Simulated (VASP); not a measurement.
A run of VASP 6.6.1 is set up as follows.

Contents of POSCAR:

```
Al2Au
1.0
    0.0000000000      3.0023346600      3.0023346600
    3.0023346600      0.0000000000      3.0023346600
    3.0023346600      3.0023346600      0.0000000000
Al Au
2 1
Direct
    0.2500000000      0.2500000000      0.2500000000
    0.7500000000      0.7500000000      0.7500000000
    0.0000000000      0.0000000000      0.0000000000
```

File INCAR.step1:

```
ALGO = Normal
EDIFF = 1E-4
ENCUT = 600
GGA = PE
ISMEAR = 0
LASPH = T
LCHARG = F
LREAL = F
LWAVE = T
NELM = 100
PREC = Accurate
SIGMA = 0.1
```

INCAR.step2

```
ALGO = Normal
BPARAM = 11.95
CPARAM = 0.0093
EDIFF = 1E-6
EDIFFG = -0.002
ENCUT = 600
IBRION = 2
ISIF = 3
ISMEAR = 0
ISTART = 1
IVDW_NL = 2
LASPH = T
LCHARG = F
LMIXTAU = T
LREAL = F
LUSE_VDW = T
LWAVE = F
METAGGA = R2SCAN
NELM = 100
NSW = 100
PREC = Accurate
SIGMA = 0.1
```

The input KPOINTS:

```
k-points
0
Gamma
  12 12 12
```

Potentials or basis: VASP PAW PBE potentials, release 64 (Al, Au).

Launch:

```bash
$ cat potpaw_PBE.64/Al/POTCAR potpaw_PBE.64/Au/POTCAR > POTCAR
$ cp INCAR.step1 INCAR
$ mpirun -np 1 vasp_std > vasp.out
$ cp INCAR.step2 INCAR
$ mpirun -np 1 vasp_std > vasp.out
```

Predict the band gap on the k mesh.

zero (an odd number of electrons rules out a gap without spin polarisation).

Predict the relaxed volume.

17.95 Å³/atom.

Final structure:
```
CELL_PARAMETERS angstrom
0.00000 2.99723 2.99723
2.99723 0.00000 2.99723
2.99723 2.99723 0.00000
ATOMIC_POSITIONS crystal
Al 0.25000 0.25000 0.25000
Al 0.75000 0.75000 0.75000
Au 0.00000 0.00000 0.00000
```

Caveat: the PAW data sets were made with another functional, which shifts forces and pressure a little; spin-orbit coupling is left out, which moves the levels of the heavy elements.
